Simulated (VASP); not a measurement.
Runs of VASP 6.6.1 on AlAu. The structure is that of space group Pm-3m (No. 221), or close to it. The cells are those of the table. 

| task | cell | cutoff (eV) | gap on the mesh (eV) | pressure (GPa) |
| --- | --- | --- | --- | --- |
| relaxation of cell and atoms | relaxed from a = 3.224 Å, 2 atoms | 600 | none | 0.0 |
| single point | a = 3.176 Å, 2 atoms | 520 | none | -0.2 |
| single point | a = 3.193 Å, 2 atoms | 520 | none | -2.2 |
| relaxation of cell and atoms | relaxed to -2 GPa from a = 3.224 Å, 2 atoms | 600 | none | -2.0 |
| relaxation of cell and atoms | relaxed to 2 GPa from a = 3.224 Å, 2 atoms | 600 | none | 1.9 |
| relaxation of cell and atoms | relaxed to 5 GPa from a = 3.224 Å, 2 atoms | 600 | none | 4.8 |
| single point | a = 3.107 Å, 2 atoms | 520 | none | (a) |
| single point | a = 3.160 Å, 2 atoms | 520 | none | 1.8 |
| relaxation of cell and atoms | relaxed to 10 GPa from a = 3.224 Å, 2 atoms | 600 | none | 9.9 |
| single point | a = 3.139 Å, 2 atoms | 520 | none | 4.8 |

Alike in all rows: level PBEsol; potentials or basis VASP PAW PBE potentials, release 64 (Al, Au); no spin polarisation; k mesh 8 × 8 × 8; smearing gaussian 0.1 eV.

Estimate the missing entries.

(a) 9.7.

Caveats: the PAW data sets were made with another functional, which shifts forces and pressure a little; spin-orbit coupling is left out, which moves the levels of the heavy elements; the cell is relaxed towards a set pressure, so the enthalpy falls and the energy may rise (some runs).

A k mesh can miss the band edges, and the runs leave out spin-orbit coupling on Au.

A gap of «none» marks levels without a gap at the run's occupations.
